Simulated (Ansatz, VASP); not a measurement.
## One calculation of BN, two programs

```
B N
1.0
     0.00000    1.78994    1.78994
     1.78994    0.00000    1.78994
     1.78994    1.78994    0.00000
B N
1 1
Direct
  0.00000 0.00000 0.00000
  0.25000 0.25000 0.25000
```

Alike in both runs: task relaxation of cell and atoms; functional LDA; k mesh 12 × 12 × 12; occupations gaussian, width 0.02 eV; no spin polarisation.

|  | VASP | Ansatz |
| --- | --- | --- |
| version | VASP 6.6.1 | Ansatz 0.2.0 |
| potentials or method | VASP PAW LDA potentials, release 64 (B, N), cutoff 600 eV | scalar-relativistic, plane waves, PAW |
| valence electrons in the cell | 8 | 8 |

|  | VASP | Ansatz | Ansatz less VASP |
| --- | --- | --- | --- |
| gap on the k mesh at the Fermi level, each at its own relaxed structure (eV) | 4.38 | 4.39 | +0.014 |
| relaxed volume (Å³/atom) | 5.75 | 5.73 | -0.014 |
| relaxed cell length with the largest relative difference (Å) | 2.533 | 2.531 | -0.0020 |

Ansatz warns that its potentials were made for another functional, while VASP's fit it. LDA's correlation is that of Perdew and Zunger in VASP and of Perdew and Wang (1992) in Ansatz.
